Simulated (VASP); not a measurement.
# SnSe (Pnma) in VASP: further runs, part 2 of 2

VASP 6.6.1. The steps go on from the part before.

### 3 Single point, r2SCAN

This run uses another cell than the first one, of 29.98 Å³/atom.

File POSCAR:

```
SnSe
1.0
   11.9011099700      0.0000000000      0.0000000000
    0.0000000000      4.2048739000      0.0000000000
    0.0000000000      0.0000000000      4.7919799200
Sn Se
4 4
Direct
    0.1238021330      0.2500000000      0.1295626489
    0.3761978670      0.7500000000      0.6295626489
    0.6238021330      0.2500000000      0.3704373511
    0.8761978670      0.7500000000      0.8704373511
    0.3500821790      0.2500000000      0.0059421207
    0.1499178210      0.7500000000      0.5059421207
    0.8500821790      0.2500000000      0.4940578793
    0.6499178210      0.7500000000      0.9940578793
```

File INCAR.step1:

```
SYSTEM = SnSe
PREC     = Accurate       ! precision mode
ENCUT    = 550            ! plane-wave cutoff, eV
ISMEAR   = -1             ! smearing method
SIGMA    = 0.02           ! smearing width, eV
LREAL    = .False.        ! projectors in reciprocal space
LASPH    = .True.         ! aspherical terms in the spheres
NELM     = 120            ! most SCF steps
NBANDS   = 50             ! bands
GGA      = PE             ! functional
ALGO     = Normal         ! electronic algorithm
EDIFF    = 1E-5           ! SCF threshold, eV
LWAVE    = .True.         ! write WAVECAR
LCHARG   = .False.        ! write CHGCAR
GGA_COMPAT= .False.      
KPAR     = 4
```

File INCAR.step2:

```
SYSTEM = SnSe
PREC     = Accurate       ! precision mode
ENCUT    = 550            ! plane-wave cutoff, eV
EDIFF    = 1E-6           ! SCF threshold, eV
ISMEAR   = -1             ! smearing method
SIGMA    = 0.02           ! smearing width, eV
LREAL    = .False.        ! projectors in reciprocal space
LASPH    = .True.         ! aspherical terms in the spheres
NELM     = 120            ! most SCF steps
ALGO     = Normal         ! electronic algorithm
ISIF     = 2              ! what is computed and relaxed
LWAVE    = .False.        ! write WAVECAR
LCHARG   = .True.         ! write CHGCAR
METAGGA  = R2SCAN         ! meta-GGA
LMIXTAU  = .True.       
LVHAR    = .True.       
NBANDS   = 50             ! bands
ISTART   = 1            
GGA_COMPAT= .False.      
KPAR     = 4
```

File KPOINTS:

```
regular mesh
0
Gamma
  4 8 6
  0 0 0
```

Potentials or basis: VASP PAW PBE potentials, release 64 (Sn_d, Se).

Run with:

```bash
$ cat potpaw_PBE.64/Sn_d/POTCAR potpaw_PBE.64/Se/POTCAR > POTCAR
$ cp INCAR.step1 INCAR
$ mpirun -np 4 vasp_std > vasp.out
$ cp INCAR.step2 INCAR
$ mpirun -np 4 vasp_std > vasp.out
```

OUTCAR:

```text
SYSTEM = SnSe
   PREC = Accurate
   ENCUT = 550
   EDIFF = 1E-6
   ISMEAR = -1
   LREAL = .False.
   LASPH = .True.
   NELM = 120
   ISIF = 2
   METAGGA = R2SCAN
   ISTART = 1

 ion  position               nearest neighbor table
   1  0.124  0.250  0.130-   5 2.76   6 2.79   6 2.79
   2  0.376  0.750  0.630-   6 2.76   5 2.79   5 2.79
   3  0.624  0.250  0.370-   7 2.76   8 2.79   8 2.79
   4  0.876  0.750  0.870-   8 2.76   7 2.79   7 2.79
   5  0.350  0.250  0.006-   1 2.76   2 2.79   2 2.79
   6  0.150  0.750  0.506-   2 2.76   1 2.79   1 2.79
   7  0.850  0.250  0.494-   3 2.76   4 2.79   4 2.79
   8  0.650  0.750  0.994-   4 2.76   3 2.79   3 2.79

  LATTYP: Found a simple orthorhombic cell.
 ALAT       =     4.2048739000
 B/A-ratio  =     1.1396251193
 C/A-ratio  =     2.8303131682

  Lattice vectors:

 A1 = (   0.0000000000,   4.2048739000,   0.0000000000)
 A2 = (   0.0000000000,   0.0000000000,   4.7919799200)
 A3 = (  11.9011099700,   0.0000000000,   0.0000000000)

Analysis of symmetry for initial positions (statically):
=====================================================================
 Subroutine PRICEL returns:
 Original cell was already a primitive cell.

 Routine SETGRP: Setting up the symmetry group for a
 simple orthorhombic supercell.

 Subroutine GETGRP returns: Found  8 space group operations
 (whereof  2 operations were pure point group operations)
 out of a pool of  8 trial point group operations.

The static configuration has the point symmetry S_2 .
 The point group associated with its full space group is D_2h.

Analysis of symmetry for dynamics (positions and initial velocities):
=====================================================================
 Subroutine PRICEL returns:
 Original cell was already a primitive cell.

 Routine SETGRP: Setting up the symmetry group for a
 simple orthorhombic supercell.

 Subroutine GETGRP returns: Found  8 space group operations
 (whereof  2 operations were pure point group operations)
 out of a pool of  8 trial point group operations.

The dynamic configuration has the point symmetry S_2 .
 The point group associated with its full space group is D_2h.

 Subroutine INISYM returns: Found  8 space group operations
 (whereof  2 operations are pure point group operations),
 and found     1 'primitive' translations

----------------------------------------------------------------------------------------

                                     Primitive cell

  volume of cell :     239.8035

  direct lattice vectors                    reciprocal lattice vectors
    11.901109970  0.000000000  0.000000000     0.084025776  0.000000000  0.000000000
     0.000000000  4.204873900  0.000000000     0.000000000  0.237819260  0.000000000
     0.000000000  0.000000000  4.791979920     0.000000000  0.000000000  0.208682010

  length of vectors
    11.901109970  4.204873900  4.791979920     0.084025776  0.237819260  0.208682010

  position of ions in fractional coordinates (direct lattice)
     0.123802133  0.250000000  0.129562649
     0.376197867  0.750000000  0.629562649
     0.623802133  0.250000000  0.370437351
     0.876197867  0.750000000  0.870437351
     0.350082179  0.250000000  0.005942121
[... 46 lines left out ...]
  0.000000  0.125000  0.000000      2.000000
  0.250000  0.125000  0.000000      4.000000
  0.500000  0.125000  0.000000      2.000000
[... 16 lines left out ...]
  0.250000  0.250000  0.166667      8.000000
  0.500000  0.250000  0.166667      4.000000
 [... further k-points ...]
   k-points           NKPTS =     60   k-points in BZ     NKDIM =     60   number of bands    NBANDS=     50
   number of dos      NEDOS =    301   number of ions     NIONS =      8
   total plane-waves  NPLWV = 122880
   dimension x,y,z NGX =    96 NGY =   32 NGZ =   40
   dimension x,y,z NGXF=   192 NGYF=   64 NGZF=   80
   ions per type =               4   4
   NGX,Y,Z   is equivalent  to a cutoff of  13.41, 12.65, 13.88 a.u.
   NGXF,Y,Z  is equivalent  to a cutoff of  26.82, 25.30, 27.75 a.u.
 SYSTEM =  SnSe
   PREC   = accura    normal or accurate (medium, high low for compatibility)
   ISTART =      1    job   : 0-new  1-cont  2-samecut
   ICHARG =      0    charge: 1-file 2-atom 10-const
   ISPIN  =      1    spin polarized calculation?
   LNONCOLLINEAR =      F non collinear calculations
   LSORBIT =      F    spin-orbit coupling
   LASPH  =      T    aspherical Exc in radial PAW
   ENCUT  =  550.0 eV  40.42 Ry    6.36 a.u.  22.76  8.04  9.16*2*pi/ulx,y,z
   NELM   =    120;   NELMIN=  2; NELMDL=  0     # of ELM steps
   EDIFF  = 0.1E-05   stopping-criterion for ELM
   LREAL  =      F    real-space projection
   EDIFFG = 0.1E-04   stopping-criterion for IOM
   NSW    =      0    number of steps for IOM
   IBRION =     -1    ionic relax: 0-MD 1-quasi-New 2-CG
   NFREE  =      0    steps in history (QN), initial steepest desc. (CG)
   ISIF   =      2    stress and relaxation
   ISYM   =      2    0-nonsym 1-usesym 2-fastsym
   POTIM  = 0.5000    time-step for ionic-motion
   TEBEG  =    0.0;   TEEND  =   0.0 temperature during run
   PSTRESS=    0.0 pullay stress
   NELECT =      80.0000    total number of electrons
   NUPDOWN=      -1.0000    fix difference up-down
   EMIN   =  10.00;   EMAX   =-10.00  energy-range for DOS
   EFERMI =   0.00;   METHOD = LEGACY
   ISMEAR =    -1;   SIGMA  =   0.02  broadening in eV -4-tet -1-fermi 0-gaus
   EFERMI_NEDOS =   21; number of points for ismear=-14 and -15
   IALGO  =     38    algorithm
   IMIX   =      4    mixing-type and parameters
     AMIX     =   0.40;   BMIX     =  1.00
     AMIX_MAG =   1.60;   BMIX_MAG =  1.00
  volume/ion in A,a.u.               =      29.98       202.28
  Fermi-wavevector in a.u.,A,eV,Ry     =   1.135411  2.145615 17.540055  1.289158
  Thomas-Fermi vector in A             =   2.272115
   LORBIT       =      0    0 simple, 1 ext, 2 COOP (PROOUT), +10 PAW based schemes
   METAGGA = R2SCAN    functional components
   LHFCALC =     F    Hartree Fock is set to
   AEXX    =    0.0000 exact exchange contribution
   IVDW    =     0    specifies the selected vdW correction
   LEPSILON=     F    determine dielectric tensor
   LRPA    =     F    only Hartree local field effects (RPA)
 non-spin polarized calculation
  energy-cutoff  :      550.00
  volume of cell :      239.80
 maximum number of plane-waves:      7092
 NGX is ok and might be reduce to    96

 number of electron      79.9999987 magnetization

 Free energy of the ion-electron system (eV)
  ---------------------------------------------------
  ext. energy  EPLUGINS =         0.00000000
  ---------------------------------------------------
  free energy    TOTEN  =      -159.79303021 eV

  energy without entropy =     -159.79303021  energy(sigma->0) =     -159.79303021

 E-fermi :   4.2930     XC(G=0):  -9.6330

 val. band max:        3.9033977228   @ k =   0.0000   0.0000   0.3333
 cond. band min:       5.1809865915   @ k =   0.0000   0.3750   0.0000
 fundamental gap:      1.2775888687
 Fermi energy:         4.2929506720

 k-point     1 :       0.0000    0.0000    0.0000
  band No.  band energies     occupation
      1     -17.8342      2.00000
      2     -17.8275      2.00000
      3     -17.8201      2.00000
      4     -17.8182      2.00000
      5     -17.8179      2.00000
      6     -17.8158      2.00000
[... 1261 lines left out ...]
     49       8.5593      0.00000
     50       8.5593      0.00000

 [... further k-points ...]

------------------------ aborting loop because EDIFF is reached ----------------------------------------

  FORCE on cell =-STRESS in cart. coord.  units (eV):
  Direction    XX          YY          ZZ          XY          YZ          ZX
  --------------------------------------------------------------------------------------
  -------------------------------------------------------------------------------------
  Total       -1.3165067     -2.6142528     -1.5490172      0.0000000     -0.0000000      0.0000000
  in kB       -8.7958580    -17.4663732    -10.3493100      0.0000000     -0.0000000      0.0000000
  external PRESSURE =     -12.2038471 kB  Pullay stress =       0.0000000 kB

 VOLUME and BASIS-vectors are now :
 -----------------------------------------------------------------------------
  energy-cutoff  :      550.00
  volume of cell :      239.80
      direct lattice vectors                 reciprocal lattice vectors
    11.901109970  0.000000000  0.000000000     0.084025776  0.000000000  0.000000000
     0.000000000  4.204873900  0.000000000     0.000000000  0.237819260  0.000000000
     0.000000000  0.000000000  4.791979920     0.000000000  0.000000000  0.208682010

 POSITION                                       TOTAL-FORCE (eV/Angst)
 -----------------------------------------------------------------------------------
      1.47338      1.05122      0.62086        -0.009651     -0.000000     -0.019019
      4.47717      3.15366      3.01685         0.009651      0.000000     -0.019019
      7.42394      1.05122      1.77513        -0.009651      0.000000      0.019019
     10.42773      3.15366      4.17112         0.009651      0.000000      0.019019
      4.16637      1.05122      0.02847         0.002792     -0.000000      0.017647
      1.78419      3.15366      2.42446        -0.002792     -0.000000      0.017647
     10.11692      1.05122      2.36752         0.002792     -0.000000     -0.017647
      7.73474      3.15366      4.76351        -0.002792     -0.000000     -0.017647
 -----------------------------------------------------------------------------------
    total drift:                                0.000000      0.000000     -0.000000

  FREE ENERGIE OF THE ION-ELECTRON SYSTEM (eV)
  ---------------------------------------------------
  free  energy   TOTEN  =      -159.7930302122 eV

  energy  without entropy=     -159.7930302122  energy(sigma->0) =     -159.79303021
```

Wall time 7.2 min (4 MPI ranks of Intel Xeon Platinum 8488C (Sapphire Rapids), shared host); peak memory 0.8 GiB.

What came out:

| Quantity | Value |
| --- | --- |
| Free energy | -159.7930 eV |
| Pressure | -1.2 GPa |
| Largest force | 0.021 eV/Å |
| Band gap on the k mesh | 1.28 eV (least direct gap 1.48 eV) |

Forces on the atoms (eV/Å):
```
Sn  -0.010  0.000 -0.019
Sn   0.010  0.000 -0.019
Sn  -0.010  0.000  0.019
Sn   0.010  0.000  0.019
Se   0.003  0.000  0.018
Se  -0.003  0.000  0.018
Se   0.003  0.000 -0.018
Se  -0.003  0.000 -0.018
```

Stress tensor (GPa, compression positive):
```
-0.88  0.00  0.00
 0.00 -1.75  0.00
 0.00  0.00 -1.03
```

Levels at points of the mesh, in eV from the valence-band top:
| k point | band 36 | band 37 | band 38 | band 39 | band 40 | band 41 | band 42 | band 43 | band 44 | band 45 |
| --- | --- | --- | --- | --- | --- | --- | --- | --- | --- | --- |
| (0.00, 0.00, 0.00) | -1.58 | -1.45 | -0.71 | -0.53 | -0.13 | 1.51 | 2.90 | 3.01 | 3.02 | 3.34 |
| (0.50, 0.00, 0.00) | -1.63 | -1.57 | -1.57 | -0.29 | -0.29 | 2.73 | 2.73 | 2.82 | 2.82 | 3.84 |
| (0.00, 0.50, 0.00) | -1.70 | -1.00 | -1.00 | -0.80 | -0.80 | 1.64 | 1.64 | 1.82 | 1.82 | 2.65 |
| (0.50, 0.50, 0.00) | -1.97 | -1.03 | -1.03 | -1.03 | -1.03 | 1.95 | 1.95 | 1.95 | 1.95 | 2.95 |
| (0.00, 0.00, 0.50) | -1.35 | -0.71 | -0.71 | -0.13 | -0.13 | 1.68 | 1.68 | 2.19 | 2.19 | 2.81 |
| (0.50, 0.00, 0.50) | -1.84 | -0.51 | -0.51 | -0.17 | -0.17 | 1.72 | 1.72 | 2.17 | 2.17 | 2.85 |
| (0.00, 0.50, 0.50) | -2.83 | -1.74 | -1.74 | -1.02 | -1.02 | 3.13 | 3.13 | 3.31 | 3.31 | 4.87 |
| (0.50, 0.50, 0.50) | -3.26 | -1.17 | -1.17 | -1.17 | -1.17 | 3.04 | 3.04 | 3.04 | 3.04 | 4.67 |

Caveat: the PAW data sets were made with another functional, which shifts forces and pressure a little; spin-orbit coupling is left out, which moves the levels of the heavy elements.

### 4 Single point, PBE

This run uses another cell than the first one, of the same volume but with other edges.

File INCAR:

```
PREC     = Accurate       # precision mode
ENCUT    = 500            # plane-wave cutoff, eV
EDIFF    = 1E-6           # SCF threshold, eV
ISMEAR   = -1             # smearing method
SIGMA    = 0.02           # smearing width, eV
LREAL    = F              # projectors in reciprocal space
LASPH    = T              # aspherical terms in the spheres
NELM     = 120            # most SCF steps
ALGO     = Normal         # electronic algorithm
ISIF     = 2              # what is computed and relaxed
LWAVE    = F              # write WAVECAR
LCHARG   = F              # write CHGCAR
GGA      = PE             # functional
NBANDS   = 50             # bands
GGA_COMPAT= F
```

File KPOINTS:

```
Automatic mesh
0
Gamma
  4 6 6
```

File POSCAR:

```
SnSe
1.0
   11.7959379069      0.0000000000      0.0000000000
    0.0000000000      4.2071899960      0.0000000000
    0.0000000000      0.0000000000      4.5653135353
Sn Se
4 4
Direct
    0.1213531070      0.2500000000      0.1168518691
    0.3786468930      0.7500000000      0.6168518691
    0.6213531070      0.2500000000      0.3831481309
    0.8786468930      0.7500000000      0.8831481309
    0.3547112284      0.2500000000      0.0236457283
    0.1452887716      0.7500000000      0.5236457283
    0.8547112284      0.2500000000      0.4763542717
    0.6452887716      0.7500000000      0.9763542717
```

Run with:

```bash
$ cat potpaw_PBE.64/Sn_d/POTCAR potpaw_PBE.64/Se/POTCAR > POTCAR
$ mpirun -np 1 vasp_std > vasp.out
```

Wall time 7.2 min (1 thread of AMD EPYC 7R13 (Zen 3), shared host); peak memory 0.52 GiB.

Results (log left out):

* Free energy: -32.8907 eV
* Pressure: 0.0 GPa
* Largest force: 0.022 eV/Å
* Band gap on the k mesh: 0.64 eV (least direct gap 0.88 eV)

Forces in eV/Å, atoms in the order of the input:
```
Sn  -0.015  0.000 -0.016
Sn   0.015  0.000 -0.016
Sn  -0.015  0.000  0.016
Sn   0.015  0.000  0.016
Se   0.011  0.000  0.016
Se  -0.011  0.000  0.016
Se   0.011  0.000 -0.016
Se  -0.011  0.000 -0.016
```

Levels at points of the mesh, in eV from the valence-band top:
| k point | band 36 | band 37 | band 38 | band 39 | band 40 | band 41 | band 42 | band 43 | band 44 | band 45 |
| --- | --- | --- | --- | --- | --- | --- | --- | --- | --- | --- |
| (0.00, 0.00, 0.00) | -1.75 | -1.49 | -1.12 | -0.63 | -0.45 | 0.82 | 2.76 | 2.94 | 3.00 | 3.21 |
| (0.50, 0.00, 0.00) | -1.92 | -1.72 | -1.72 | -0.49 | -0.49 | 2.49 | 2.49 | 2.66 | 2.66 | 3.71 |
| (0.00, 0.50, 0.00) | -1.62 | -0.90 | -0.90 | -0.82 | -0.82 | 1.13 | 1.13 | 1.22 | 1.22 | 1.91 |
| (0.50, 0.50, 0.00) | -1.99 | -0.98 | -0.98 | -0.98 | -0.98 | 1.42 | 1.42 | 1.42 | 1.42 | 2.27 |
| (0.00, 0.00, 0.50) | -1.35 | -0.75 | -0.75 | -0.23 | -0.23 | 1.26 | 1.26 | 1.64 | 1.64 | 1.95 |
| (0.50, 0.00, 0.50) | -1.70 | -0.45 | -0.45 | -0.26 | -0.26 | 1.25 | 1.25 | 1.68 | 1.68 | 1.99 |
| (0.00, 0.50, 0.50) | -2.95 | -2.12 | -2.12 | -1.27 | -1.27 | 2.62 | 2.62 | 3.03 | 3.03 | 4.55 |
| (0.50, 0.50, 0.50) | -3.45 | -1.45 | -1.45 | -1.45 | -1.45 | 2.54 | 2.54 | 2.54 | 2.54 | 4.56 |

Caveat: semilocal functionals underestimate gaps, and a narrow one can read as zero; spin-orbit coupling is left out, which moves the levels of the heavy elements.

### 5 Summary

```csv
level,cell,k mesh,cutoff (eV),gap on the mesh (eV),pressure (GPa),largest force (eV/Å)
r2SCAN,"a = 11.672, b = 4.124, c = 4.700 Å, 8 atoms, atomic positions A",4 × 8 × 6,550,1.06,0.0,0.02
r2SCAN,"a = 11.901, b = 4.205, c = 4.792 Å, 8 atoms, atomic positions B",4 × 8 × 6,550,1.28,-1.2,0.02
PBE,"a = 11.796, b = 4.207, c = 4.565 Å, 8 atoms, atomic positions C",4 × 6 × 6,500,0.64,0.0,0.02
```

Alike in all rows: task single point; potentials or basis VASP PAW PBE potentials, release 64 (Sn_d, Se); no spin polarisation; smearing fermi-dirac 0.02 eV.

Caveats: spin-orbit coupling is left out, which moves the levels of the heavy elements; the PAW data sets were made with another functional, which shifts forces and pressure a little (at least some runs); semilocal functionals underestimate gaps, and a narrow one can read as zero (at least some runs).

Total energies depend on the potentials used, so only differences within one code and one set of settings carry meaning.

### 6 How close it comes

Step 2. Measured gap of SnSe: 0.89 eV (indirect; 300 K; “Linear dichroism of the optical properties of SnS and SnSe van der Waals crystals”, 2024, arxiv:2409.17412). This calculation gives 1.06 eV (+0.17 eV). 2 values of this kind are on record (0.89 to 0.99 eV); this one was drawn at random. Spin-orbit coupling on Se, Sn is left out. The value is that of r2SCAN on a finite k mesh, which can miss the band edges, without temperature or zero-point motion.

Step 4. Against the measured gap of SnSe, 0.99 eV (indirect; 20 K; “Linear dichroism of the optical properties of SnS and SnSe van der Waals crystals”, 2024, arxiv:2409.17412), the calculated 0.64 eV is off by -0.35 eV. 2 values of this kind are on record (0.89 to 0.99 eV); this one was drawn at random. Spin-orbit coupling on Se, Sn is left out. The value is that of PBE on a finite k mesh, which can miss the band edges, without temperature or zero-point motion. Semilocal functionals fall short of measured gaps as a rule.
